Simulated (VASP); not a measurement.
# Ti3H in VASP: further runs

Ti3H is run at these levels: PBE; tasks: single point.

Everything below comes from runs of VASP 6.6.1. Logs are shortened: lines on timing, memory, paths and dates and some standing lists are left out, and cuts for length are marked.

### Step 1. The cell of the first run

The cell holds a slab with vacuum, 4 atoms: a = 2.908 Å, b = 2.908 Å, c = 20.806 Å, α = 90.00°, β = 90.00°, γ = 90.00°.

### Step 2. Single point, PBE, collinear spin

The input, INCAR:

```
ALGO = Normal
DIPOL = 0.5 0.5 0.310
EDIFF = 1E-6
ENCUT = 520
GGA = PE
IDIPOL = 3
ISIF = 2
ISMEAR = 0
ISPIN = 2
LASPH = T
LCHARG = F
LDIPOL = T
LMAXMIX = 4
LORBIT = 11
LREAL = F
LWAVE = F
MAGMOM = 0 0 0 1
NBANDS = 30
NELM = 150
PREC = Accurate
SIGMA = 0.1
```

The input, KPOINTS:

```
k-points
0
Gamma
  9 9 1
```

The input, POSCAR:

```
Ti3H
1.0
    2.9075446931      0.0000000000      0.0000000000
    0.0000000000      2.9075446931      0.0000000000
    0.0000000000      0.0000000000     20.8059825779
Ti H
3 1
Direct
    0.5000000000      0.5000000000      0.1922523959
    0.0000000000      0.0000000000      0.2837148153
    0.5000000000      0.5000000000      0.3751797133
    1.0000000000      1.0000000000      0.3891180120
```

Potentials or basis: VASP PAW PBE potentials, release 64 (Ti_sv, H).

Started as:

```
> cat potpaw_PBE.64/Ti_sv/POTCAR potpaw_PBE.64/H/POTCAR > POTCAR
> mpirun -np 1 vasp_std > vasp.out
```

OUTCAR:

```text
EDIFF = 1E-6
   ENCUT = 520
   GGA = PE
   ISIF = 2
   ISMEAR = 0
   ISPIN = 2
   LASPH = T
   LORBIT = 11
   LREAL = F
   NELM = 150
   PREC = Accurate

 ion  position               nearest neighbor table
   1  0.500  0.500  0.192-   2 2.80   2 2.80   2 2.80   2 2.80
   2  0.000  0.000  0.284-   1 2.80   1 2.80   1 2.80   1 2.80   3 2.80   3 2.80   3 2.80   3 2.80

   3  0.500  0.500  0.375-   2 2.80   2 2.80   2 2.80   2 2.80
   4  0.000  0.000  0.389-

  LATTYP: Found a simple tetragonal cell.
 ALAT       =     2.9075446931
 C/A-ratio  =     7.1558599348

  Lattice vectors:

 A1 = (   2.9075446931,   0.0000000000,   0.0000000000)
 A2 = (   0.0000000000,   2.9075446931,   0.0000000000)
 A3 = (   0.0000000000,   0.0000000000,  20.8059825779)

Analysis of symmetry for initial positions (statically):
=====================================================================
 Subroutine PRICEL returns:
 Original cell was already a primitive cell.

 Routine SETGRP: Setting up the symmetry group for a
 simple tetragonal supercell.

 Subroutine GETGRP returns: Found  8 space group operations
 (whereof  8 operations were pure point group operations)
 out of a pool of 16 trial point group operations.

The static configuration has the point symmetry C_4v.

Analysis of symmetry for dynamics (positions and initial velocities):
=====================================================================
 Subroutine PRICEL returns:
 Original cell was already a primitive cell.

 Routine SETGRP: Setting up the symmetry group for a
 simple tetragonal supercell.

 Subroutine GETGRP returns: Found  8 space group operations
 (whereof  8 operations were pure point group operations)
 out of a pool of 16 trial point group operations.

The dynamic configuration has the point symmetry C_4v.

Analysis of structural, dynamic, and magnetic symmetry:
=====================================================================
 Subroutine PRICEL returns:
 Original cell was already a primitive cell.

 Routine SETGRP: Setting up the symmetry group for a
 simple tetragonal supercell.

 Subroutine GETGRP returns: Found  8 space group operations
 (whereof  8 operations were pure point group operations)
 out of a pool of 16 trial point group operations.

The overall configuration has the point symmetry C_4v.

 Subroutine INISYM returns: Found  8 space group operations
 (whereof  8 operations are pure point group operations),
 and found     1 'primitive' translations

----------------------------------------------------------------------------------------

                                     Primitive cell

  volume of cell :     175.8900

  direct lattice vectors                    reciprocal lattice vectors
     2.907544693  0.000000000  0.000000000     0.343932804  0.000000000  0.000000000
     0.000000000  2.907544693  0.000000000     0.000000000  0.343932804  0.000000000
     0.000000000  0.000000000 20.805982578     0.000000000  0.000000000  0.048063099

  length of vectors
     2.907544693  2.907544693 20.805982578     0.343932804  0.343932804  0.048063099

  position of ions in fractional coordinates (direct lattice)
     0.500000000  0.500000000  0.192252396
     0.000000000  0.000000000  0.283714815
     0.500000000  0.500000000  0.375179713
     0.000000000  0.000000000  0.389118012

  ion indices of the primitive-cell ions
   primitive index   ion index
                 1           1
                 2           2
                 3           3
                 4           4

----------------------------------------------------------------------------------------

 KPOINTS: k-points

Automatic generation of k-mesh.
 Grid dimensions read from file:
[... 28 lines left out ...]
  0.222222  0.111111  0.000000      8.000000
  0.333333  0.111111  0.000000      8.000000
  0.444444  0.111111  0.000000      8.000000
  0.222222  0.222222  0.000000      4.000000
  0.333333  0.222222  0.000000      8.000000
  0.444444  0.222222  0.000000      8.000000
  0.333333  0.333333  0.000000      4.000000
  0.444444  0.333333  0.000000      8.000000
  0.444444  0.444444  0.000000      4.000000
   k-points           NKPTS =     15   k-points in BZ     NKDIM =     15   number of bands    NBANDS=     30
   number of dos      NEDOS =    301   number of ions     NIONS =      4
   total plane-waves  NPLWV =  92160
   dimension x,y,z NGX =    24 NGY =   24 NGZ =  160
   dimension x,y,z NGXF=    48 NGYF=   48 NGZF=  320
   ions per type =               3   1
   NGX,Y,Z   is equivalent  to a cutoff of  13.72, 13.72, 12.78 a.u.
   NGXF,Y,Z  is equivalent  to a cutoff of  27.45, 27.45, 25.57 a.u.
 SYSTEM =  unknown system
   PREC   = accura    normal or accurate (medium, high low for compatibility)
   ISTART =      0    job   : 0-new  1-cont  2-samecut
   ICHARG =      2    charge: 1-file 2-atom 10-const
   ISPIN  =      2    spin polarized calculation?
   LNONCOLLINEAR =      F non collinear calculations
   LSORBIT =      F    spin-orbit coupling
   LASPH  =      T    aspherical Exc in radial PAW
   ENCUT  =  520.0 eV  38.22 Ry    6.18 a.u.   5.41  5.41 38.69*2*pi/ulx,y,z
   NELM   =    150;   NELMIN=  2; NELMDL= -5     # of ELM steps
   EDIFF  = 0.1E-05   stopping-criterion for ELM
   LREAL  =      F    real-space projection
   EDIFFG = 0.1E-04   stopping-criterion for IOM
   NSW    =      0    number of steps for IOM
   IBRION =     -1    ionic relax: 0-MD 1-quasi-New 2-CG
   NFREE  =      0    steps in history (QN), initial steepest desc. (CG)
   ISIF   =      2    stress and relaxation
   ISYM   =      2    0-nonsym 1-usesym 2-fastsym
   POTIM  = 0.5000    time-step for ionic-motion
   TEBEG  =    0.0;   TEEND  =   0.0 temperature during run
   PSTRESS=    0.0 pullay stress
   NELECT =      37.0000    total number of electrons
   NUPDOWN=      -1.0000    fix difference up-down
   EMIN   =  10.00;   EMAX   =-10.00  energy-range for DOS
   EFERMI =   0.00;   METHOD = LEGACY
   ISMEAR =     0;   SIGMA  =   0.10  broadening in eV -4-tet -1-fermi 0-gaus
   EFERMI_NEDOS =   21; number of points for ismear=-14 and -15
   IALGO  =     38    algorithm
   IMIX   =      4    mixing-type and parameters
     AMIX     =   0.40;   BMIX     =  1.00
     AMIX_MAG =   1.60;   BMIX_MAG =  1.00
  volume/ion in A,a.u.               =      43.97       296.74
  Fermi-wavevector in a.u.,A,eV,Ry     =   0.973633  1.839899 12.897782  0.947960
  Thomas-Fermi vector in A             =   2.104028
   LORBIT       =     11    0 simple, 1 ext, 2 COOP (PROOUT), +10 PAW based schemes
   GGA     = PE    functional components
   LHFCALC =     F    Hartree Fock is set to
   AEXX    =    0.0000 exact exchange contribution
   IVDW    =     0    specifies the selected vdW correction
   LEPSILON=     F    determine dielectric tensor
   LRPA    =     F    only Hartree local field effects (RPA)
 spin polarized calculation
 Gauss-broadening in eV      SIGMA  =   0.10
  energy-cutoff  :      520.00
  volume of cell :      175.89
 maximum number of plane-waves:      4781
 NGX is ok and might be reduce to    24
   NGX = 11   NGY = 11   NGZ = 77

 number of electron      37.0000014 magnetization       0.0630742

 dipolmoment           0.000000      0.000000     -0.005735 electrons x Angstroem

 number of electron      37.0000014 magnetization      -0.5999133

 dipolmoment           0.000000      0.000000      0.010908 electrons x Angstroem

 Free energy of the ion-electron system (eV)
  ---------------------------------------------------
  ext. energy  EPLUGINS =         0.00000000
  ---------------------------------------------------
  free energy    TOTEN  =       -25.92879132 eV

  energy without entropy =      -25.90714275  energy(sigma->0) =      -25.91796704

 E-fermi :  -0.1360     XC(G=0):  -4.4689

 val. band max:       -0.1606378846   @ k =   0.2222   0.2222   0.0000
 cond. band min:      -0.1266791038   @ k =   0.1111   0.1111   0.0000
 fundamental gap:      0.0339587808
 Fermi energy:        -0.1360414902

 spin component 1

 k-point     1 :       0.0000    0.0000    0.0000
  band No.  band energies     occupation
      1     -56.9797      1.00000
      2     -56.7621      1.00000
      3     -56.6338      1.00000
      4     -33.3514      1.00000
      5     -33.1220      1.00000
      6     -33.1018      1.00000
[... 484 lines left out ...]
     29       4.6652      0.00000
     30       5.3706      0.00000
 Fermi energy:        -0.1360414902

 spin component 2

 k-point     1 :       0.0000    0.0000    0.0000
  band No.  band energies     occupation
      1     -57.0582      1.00000
      2     -56.9990      1.00000
      3     -56.6271      1.00000
      4     -33.4979      1.00000
      5     -33.2933      1.00000
      6     -33.1303      1.00000
[... 484 lines left out ...]
     29       4.5332      0.00000
     30       5.3375      0.00000

------------------------ aborting loop because EDIFF is reached ----------------------------------------

 vacuum level on the upper side and lower side of the slab       (xc-potential included)        -0.121        -0.349

  FORCE on cell =-STRESS in cart. coord.  units (eV):
  Direction    XX          YY          ZZ          XY          YZ          ZX
  --------------------------------------------------------------------------------------
  -------------------------------------------------------------------------------------
  Total       -1.0242633     -1.0242633      0.3547581      0.0000000      0.0000000      0.0000000
  in kB       -9.3299897     -9.3299897      3.2314834      0.0000000      0.0000000      0.0000000
  external PRESSURE =      -5.1428320 kB  Pullay stress =       0.0000000 kB

 VOLUME and BASIS-vectors are now :
 -----------------------------------------------------------------------------
  energy-cutoff  :      520.00
  volume of cell :      175.89
      direct lattice vectors                 reciprocal lattice vectors
     2.907544693  0.000000000  0.000000000     0.343932804  0.000000000  0.000000000
     0.000000000  2.907544693  0.000000000     0.000000000  0.343932804  0.000000000
     0.000000000  0.000000000 20.805982578     0.000000000  0.000000000  0.048063099

 POSITION                                       TOTAL-FORCE (eV/Angst)
 -----------------------------------------------------------------------------------
      1.45377      1.45377      4.00000        -0.000000     -0.000000      0.082604
      0.00000      0.00000      5.90297         0.000000      0.000000     -0.379033
      1.45377      1.45377      7.80598        -0.000000     -0.000000      0.376147
      0.00000      0.00000      8.09598        -0.000000      0.000000     -0.079717
 -----------------------------------------------------------------------------------
    total drift:                                0.000000     -0.000000     -0.000259

  FREE ENERGIE OF THE ION-ELECTRON SYSTEM (eV)
  ---------------------------------------------------
  free  energy   TOTEN  =       -25.9287913236 eV

  energy  without entropy=      -25.9071427473  energy(sigma->0) =      -25.91796704

 vacuum level on the upper side and lower side of the slab         3.772         3.534

 total charge

# of ion       s       p       d       tot
------------------------------------------
    1        2.243   6.064   1.922  10.229
    2        2.260   6.157   1.899  10.316
    3        2.201   6.092   2.007  10.300
    4        0.533   0.013   0.000   0.547
--------------------------------------------------
tot          7.237  18.327   5.828  31.392

 magnetization (x)

# of ion       s       p       d       tot
------------------------------------------
    1       -0.005  -0.022  -0.329  -0.355
    2        0.000  -0.006   0.046   0.041
    3       -0.000  -0.001  -0.026  -0.027
    4       -0.000   0.000   0.000   0.000
--------------------------------------------------
tot         -0.005  -0.028  -0.309  -0.342
```

Wall time 14 min (1 thread of Intel Xeon 8259CL, shared host); peak memory 0.41 GiB.

Results:

```yaml
Free_energy: -25.9288 eV
Largest_force: 0.379 eV/Å
Net_moment: -0.60 μB per cell
Site_moments: Ti -0.35, +0.04, -0.03; H +0.00 μB
Valence_electrons_inside_the_program's_atomic_spheres: Ti 10.23, 10.32, 10.30; H 0.55
```

Forces on the atoms (eV/Å):
```
Ti   0.000  0.000  0.083
Ti   0.000  0.000 -0.379
Ti   0.000  0.000  0.376
H    0.000  0.000 -0.080
```

### Step 3. Single point, PBE, collinear spin

The input, INCAR:

```
SYSTEM = Ti3H
ALGO = Normal
DIPOL = 0.5 0.5 0.324
EDIFF = 1E-6
ENCUT = 520
GGA = PE
IDIPOL = 3
ISIF = 2
ISMEAR = 0
ISPIN = 2
LASPH = .TRUE.
LCHARG = .FALSE.
LDIPOL = .TRUE.
LMAXMIX = 4
LORBIT = 11
LREAL = .FALSE.
LWAVE = .FALSE.
MAGMOM = 0 0 0 1
NBANDS = 30
NELM = 150
PREC = Accurate
SIGMA = 0.1
```

The input, KPOINTS:

```
k-points
0
G
  9 9 1
  0 0 0
```

POSCAR, as its differences from that of step 2:

```diff
@@ -11,2 +11,2 @@
     0.5000000000      0.5000000000      0.3751797133
-    1.0000000000      1.0000000000      0.3891180120
+    1.0000000000      1.0000000000      0.4463130998
```

Potentials or basis: VASP PAW PBE potentials, release 64 (Ti_sv, H).

Started as:

```
> cat potpaw_PBE.64/Ti_sv/POTCAR potpaw_PBE.64/H/POTCAR > POTCAR
> mpirun -np 1 vasp_std > vasp.out
```

It took 13 min on 1 thread of Intel Xeon 8259CL, shared host; peak memory 0.41 GiB.

It converged, with:

```yaml
Free_energy: -25.2701 eV
Largest_force: 2.052 eV/Å
Net_moment: -0.76 μB per cell
Site_moments: Ti -0.43, +0.06, -0.07; H +0.00 μB
Valence_electrons_inside_the_program's_atomic_spheres: Ti 10.23, 10.31, 10.19; H 0.44
```

Forces on the atoms (eV/Å):
```
Ti   0.000  0.000  0.040
Ti   0.000  0.000 -0.719
Ti   0.000  0.000  2.052
H    0.000  0.000 -1.373
```

Levels at points of the mesh, in eV from the Fermi level:
Spin up:
| k point | band 14 | band 15 | band 16 | band 17 | band 18 | band 19 | band 20 | band 21 | band 22 | band 23 |
| --- | --- | --- | --- | --- | --- | --- | --- | --- | --- | --- |
| (0.00, 0.00, 0.00) | -4.57 | -2.79 | -1.70 | -1.69 | -0.62 | 0.43 | 0.71 | 1.03 | 1.03 | 2.01 |
Spin down:
```csv
k point,band 15,band 16,band 17,band 18,band 19,band 20,band 21,band 22,band 23,band 24
"(0.00, 0.00, 0.00)",-3.02,-1.77,-1.73,-0.88,-0.26,0.62,0.93,0.93,1.73,1.73
```

### Step 4. Single point, PBE, collinear spin

The input, INCAR:

```
  PREC = Accurate
  ENCUT = 520
  EDIFF = 1E-6
  ISMEAR = 0
  SIGMA = 0.1
  LREAL = F
  LASPH = T
  NELM = 150
  ALGO = Normal
  ISIF = 2
  LWAVE = F
  LCHARG = F
  ISPIN = 2
  MAGMOM = 0 0 0 1
  LORBIT = 11
  LMAXMIX = 4
  LDIPOL = T
  IDIPOL = 3
  DIPOL = 0.5 0.5 0.336
  GGA = PE
  NBANDS = 30
```

The input, KPOINTS:

```
regular mesh
0
Gamma
  9 9 1
```

POSCAR, as its differences from that of step 3:

```diff
@@ -11,2 +11,2 @@
     0.5000000000      0.5000000000      0.3751797133
-    1.0000000000      1.0000000000      0.4463130998
+    1.0000000000      1.0000000000      0.4938955677
```

Started as:

```
> cat potpaw_PBE.64/Ti_sv/POTCAR potpaw_PBE.64/H/POTCAR > POTCAR
> mpirun -np 1 vasp_std > vasp.out
```

It took 17 min on 1 thread of Intel Xeon 8259CL, shared host; peak memory 0.42 GiB.

Results (log left out):

| Item | Value |
| --- | --- |
| Free energy | -23.7154 eV |
| Largest force | 1.796 eV/Å |
| Net moment | -0.72 μB per cell |
| Site moments | Ti -0.44, +0.07, -0.09; H +0.03 μB |
| Valence electrons inside the program's atomic spheres | Ti 10.23, 10.31, 10.18; H 0.37 |

Forces on the atoms (eV/Å):
```
Ti   0.000  0.000  0.008
Ti   0.000  0.000 -0.386
Ti   0.000  0.000  1.796
H    0.000  0.000 -1.419
```

Levels at points of the mesh, in eV from the Fermi level:
Spin up:
```tsv
k point	band 14	band 15	band 16	band 17	band 18	band 19	band 20	band 21	band 22	band 23
(0.00, 0.00, 0.00)	-3.85	-2.75	-2.22	-1.65	-0.57	0.43	0.74	1.06	1.06	1.87
```
Spin down:
| k point | band 16 | band 17 | band 18 | band 19 | band 20 | band 21 | band 22 | band 23 |
| --- | --- | --- | --- | --- | --- | --- | --- | --- |
| (0.00, 0.00, 0.00) | -2.15 | -1.74 | -0.84 | -0.27 | 0.65 | 0.95 | 0.95 | 1.73 |

### Step 5. Single point, PBE, collinear spin

The input, INCAR:

```
SYSTEM = Ti3H
ALGO = Normal
DIPOL = 0.5 0.5 0.303
EDIFF = 1E-7
ENCUT = 520
GGA = PE
IDIPOL = 3
ISIF = 2
ISMEAR = 0
ISPIN = 2
LASPH = .True.
LCHARG = .False.
LDIPOL = .True.
LMAXMIX = 4
LORBIT = 11
LREAL = .False.
LWAVE = .False.
MAGMOM = 0 0 0 1
NBANDS = 30
NELM = 150
PREC = Accurate
SIGMA = 0.1
```

The input, KPOINTS:

```
k-points
0
Gamma
  9 9 1
  0 0 0
```

POSCAR, as its differences from that of step 4:

```diff
@@ -11,2 +11,2 @@
     0.5000000000      0.5000000000      0.3751797133
-    1.0000000000      1.0000000000      0.4938955677
+    1.0000000000      1.0000000000      0.3607607836
```

Started as:

```
> cat potpaw_PBE.64/Ti_sv/POTCAR potpaw_PBE.64/H/POTCAR > POTCAR
> mpirun -np 1 vasp_std > vasp.out
```

Wall time 4.8 min (1 thread of AMD EPYC 9R45 (Zen 5), shared host); peak memory 0.37 GiB.

The run converged. Its results:

```
Free energy                                           : -25.4084 eV
Largest force                                         : 3.282 eV/Å
Net moment                                            : 0.00 μB per cell
Valence electrons inside the program's atomic spheres : Ti 10.23, 10.42, 10.28; H 0.61
```

Forces on the atoms (eV/Å):
```
Ti   0.000  0.000  0.051
Ti   0.000  0.000 -3.282
Ti   0.000  0.000  0.006
H    0.000  0.000  3.224
```

Levels at points of the mesh, in eV from the Fermi level:
Spin up:
```
           k point  band 17  band 18  band 19  band 20  band 21  band 22
(0.00, 0.00, 0.00)    -0.74    -0.29    -0.01     0.73     0.95     0.95
```
Spin down:
```
           k point  band 15  band 16  band 17  band 18  band 19  band 20  band 21  band 22  band 23  band 24
(0.00, 0.00, 0.00)    -2.90    -1.73    -0.74    -0.29    -0.01     0.73     0.95     0.95     1.91     1.92
```

### Step 6. Summary

| cell | gap on the mesh (eV) | moment (μB) | largest force (eV/Å) |
| --- | --- | --- | --- |
| as given, atomic positions A | none | 0.60 | 0.38 |
| as given, atomic positions B | none | 0.76 | 2.05 |
| as given, atomic positions C | none | 0.72 | 1.80 |
| as given, atomic positions D | none | 0.00 | 3.28 |

Alike in all rows: task single point; level PBE; potentials or basis VASP PAW PBE potentials, release 64 (Ti_sv, H); spin collinear; k mesh 9 × 9 × 1; cutoff (eV) 520; smearing gaussian 0.1 eV.

Absolute energies hang on the potentials; compare differences alone.
